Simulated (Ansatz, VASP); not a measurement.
## HC4: VASP beside Ansatz

INCAR

```
ALGO     = Normal         # electronic algorithm
DIPOL    = 0.5 0.5 0.238
EDIFF    = 1E-6           # SCF threshold, eV
ENCUT    = 520            # plane-wave cutoff, eV
GGA      = PE             # functional
GGA_COMPAT= F            
IDIPOL   = 3            
ISIF     = 2              # what is computed and relaxed
ISMEAR   = 0              # smearing method
IVDW     = 12             # dispersion correction
LASPH    = T              # aspherical terms in the spheres
LCHARG   = F              # write CHGCAR
LDIPOL   = T            
LREAL    = F              # projectors in reciprocal space
LWAVE    = F              # write WAVECAR
NBANDS   = 28             # bands
NELM     = 120            # most SCF steps
NELMDL   = -8           
PREC     = Accurate       # precision mode
SIGMA    = 0.1            # smearing width, eV
```

File KPOINTS:

```
k-points
0
Gamma
  6 6 1
```

POSCAR

```
HC4
1.0
    4.9314379192      0.0000000000      0.0000000000
   -2.4657189596      4.2707505152      0.0000000000
    0.0000000000      0.0000000000     18.0000000000
C H
8 2
Direct
    0.1666666667      0.3333333333      0.2222222222
    0.1666666667      0.8333333333      0.2222222222
    0.6666666667      0.3333333333      0.2222222222
    0.6666666667      0.8333333333      0.2222222222
    0.3333333333      0.1666666667      0.2222222222
    0.3333333333      0.6666666667      0.2222222222
    0.8333333333      0.1666666667      0.2222222222
    0.8333333333      0.6666666667      0.2222222222
    0.1286171483      0.3713828517      0.3005555556
    0.2047161850      0.2952838150      0.3005555556
```

Input for Ansatz:

```yaml
crystal:
  lattice:
    - [4.9314379195, 0.0, 0.0]
    - [-2.4657189597, 4.2707505154, 0.0]
    - [0.0, 0.0, 18.0]
  atoms:
    - { symbol: C, position: [0.1666666667, 0.3333333333, 0.2222222222] }
    - { symbol: C, position: [0.1666666667, 0.8333333333, 0.2222222222] }
    - { symbol: C, position: [0.6666666667, 0.3333333333, 0.2222222222] }
    - { symbol: C, position: [0.6666666667, 0.8333333333, 0.2222222222] }
    - { symbol: C, position: [0.3333333333, 0.1666666667, 0.2222222222] }
    - { symbol: C, position: [0.3333333333, 0.6666666667, 0.2222222222] }
    - { symbol: C, position: [0.8333333333, 0.1666666667, 0.2222222222] }
    - { symbol: C, position: [0.8333333333, 0.6666666667, 0.2222222222] }
    - { symbol: H, position: [0.1286171483, 0.3713828517, 0.3005555556] }
    - { symbol: H, position: [0.204716185, 0.295283815, 0.3005555556] }
basis:
  ecutwfc: 420
kpoints:
  mp_grid: { grid: [6, 6, 1] }
hamiltonian:
  xc: pbe
  dispersion: d3bj
scf:
  occupations: { method: gaussian, width: 0.1 }
output:
  forces: true
  eigenvalues: true
  write_density: true
  write_potential: true
  elf: true
  volumetric_format: npy
efield:
  axis: 3
  dipole_correction: true
  ramp_width: 0.04
```

Alike in both runs: task single point; functional PBE; dispersion D3(BJ); k mesh 6 × 6 × 1; occupations gaussian, width 0.1 eV; no spin polarisation.

|  | VASP | Ansatz |
| --- | --- | --- |
| version | VASP 6.6.1 | Ansatz 0.2.0 |
| potentials or method | VASP PAW PBE potentials, release 64 (C, H), cutoff 520 eV | scalar-relativistic, plane waves, PAW |
| valence electrons in the cell | 34 | 34 |

```csv
,VASP,Ansatz,Ansatz less VASP
gap on the k mesh at the Fermi level (eV),0.78,0.78,-0.001
least direct gap on the mesh (eV),0.78,0.78,-0.001
rms of the force components (eV/Å),1.895,1.884,-0.0108
```

Atom by atom the forces differ by 0.014 eV/Å (rms over components). Ansatz's warnings: xc potential rough in thin density.
